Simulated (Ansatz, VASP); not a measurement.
## ScGa3Te: VASP beside Ansatz

```xyz
5
Lattice="4.7420 0.0000 0.0000 -2.3710 4.1067 0.0000 0.0000 0.0000 6.1742" Properties=species:S:1:pos:R:3 pbc="T T T"
Sc    0.0000    2.7378    3.0871
Ga    0.0000    0.0000    4.5743
Ga    0.0000    0.0000    1.5999
Ga    2.3710    1.3689    3.0871
Te    2.3710    1.3689    0.0000
```

Change from the starting cell: species swapped into the GaNi3As type (P-6m2, No. 187).

Alike in both runs: task single point; functional PBE; k mesh 6 × 6 × 4; occupations gaussian, width 0.1 eV; collinear spin.

|  | VASP | Ansatz |
| --- | --- | --- |
| version | VASP 6.6.1 | Ansatz 0.2.0 |
| potentials or method | VASP PAW PBE potentials, release 64 (Sc_sv, Ga_d, Te), cutoff 520 eV | scalar-relativistic, plane waves, PAW |
| valence electrons in the cell | 56 | 66 |

Ansatz gave:

| Property | Result |
| --- | --- |
| gap on the k mesh at the Fermi level (eV) | none |
| pressure (GPa) | 0.2 |
| traceless stress, the component that is largest in VASP (GPa) | 0.09 |
| rms of the force components (eV/Å) | 0.014 |
| net moment per atom (μB) | 0.00 |

Task: Which values does VASP return?

Result: gap on the k mesh at the Fermi level (eV): none; pressure (GPa): 0.3; traceless stress, the component that is largest in VASP (GPa): 0.06; rms of the force components (eV/Å): 0.016; net moment per atom (μB): 0.00.

Atom by atom the forces differ by 0.001 eV/Å (rms over components). A gap of «none» marks a metal or a gap that the smearing closes. With one functional, cell and mesh, what is left measures potentials, basis and numerics. VASP's potentials hold 56 valence electrons a cell and Ansatz's 66, so a difference there can come from the potentials and not from the codes. Ansatz's warnings: seeded moment not kept.

Spin-orbit coupling is off throughout.
